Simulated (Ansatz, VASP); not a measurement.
Two plane-wave programs on BN

```xyz
8
Lattice="3.6096 0.0000 0.0000 0.0000 -3.6096 0.0000 0.0000 0.0000 -3.6096" Properties=species:S:1:pos:R:3 pbc="T T T"
B     0.0000    0.0000    0.0000
B     1.8048   -1.8048    0.0000
B     1.8048    0.0000   -1.8048
B     0.0000   -1.8048   -1.8048
N     2.7072   -2.7072   -2.7072
N     0.9024   -0.9024   -2.7072
N     0.9024   -2.7072   -0.9024
N     2.7072   -0.9024   -0.9024
```

Alike in both runs: task single point; functional r2SCAN; k mesh 6 × 6 × 6; occupations gaussian, width 0.05 eV; no spin polarisation.

|  | VASP | Ansatz |
| --- | --- | --- |
| version | VASP 6.6.1 | Ansatz 0.2.0 |
| potentials or method | VASP PAW PBE potentials, release 64 (B_h, N_h), cutoff 910 eV | scalar-relativistic, plane waves, PAW |
| valence electrons in the cell | 32 | 32 |

|  | VASP | Ansatz | Ansatz less VASP |
| --- | --- | --- | --- |
| gap on the k mesh at the Fermi level (eV) | 5.00 | 5.00 | +0.006 |
| least direct gap on the mesh (eV) | 5.00 | 5.00 | +0.006 |

VASP's potentials were made for PBE, not for r2SCAN. The functional is the same, so the differences come from potentials, cutoffs and numerics.

Noted on VASP's run: the cutoff is short for stress, so the pressure is rough.
